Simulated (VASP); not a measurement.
Here is a VASP 6.6.1 calculation.

INCAR

```
ALGO = Normal
EDIFF = 1E-6
ENCUT = 520
GGA = PS
ISIF = 2
ISMEAR = 0
LASPH = T
LCHARG = F
LREAL = F
LWAVE = F
NBANDS = 16
NELM = 60
PREC = Accurate
SIGMA = 0.05
```

Contents of KPOINTS:

```
k-points
0
Gamma
  10 10 10
```

The input POSCAR:

```
CdSe
1.0
    0.0000000000      3.1238591103      3.1238591103
    3.1238591103      0.0000000000      3.1238591103
    2.9630844948      2.9630844948      0.1607746155
Cd Se
1 1
Direct
    0.0000000000      0.0000000000      0.0000000000
    0.7500000000      0.7500000000      0.7500000000
```

Potentials or basis: VASP PAW PBE potentials, release 64 (Cd, Se).

Launch:

```bash
$ cat potpaw_PBE.64/Cd/POTCAR potpaw_PBE.64/Se/POTCAR > POTCAR
$ mpirun -np 1 vasp_std > vasp.out
```

Problem. Predict the pressure.

Solution. 1.0 GPa.

Problem. What does it give for the band gap on the k mesh?

Solution. 0.51 eV.

Problem. Estimate the largest force.

Solution. 0.793 eV/Å.

Stress tensor (GPa, compression positive):
```
 0.96  2.85 -2.85
 2.85  0.96 -2.85
-2.85 -2.85  0.96
```

Caveat: the PAW data sets were made with another functional, which shifts forces and pressure a little.
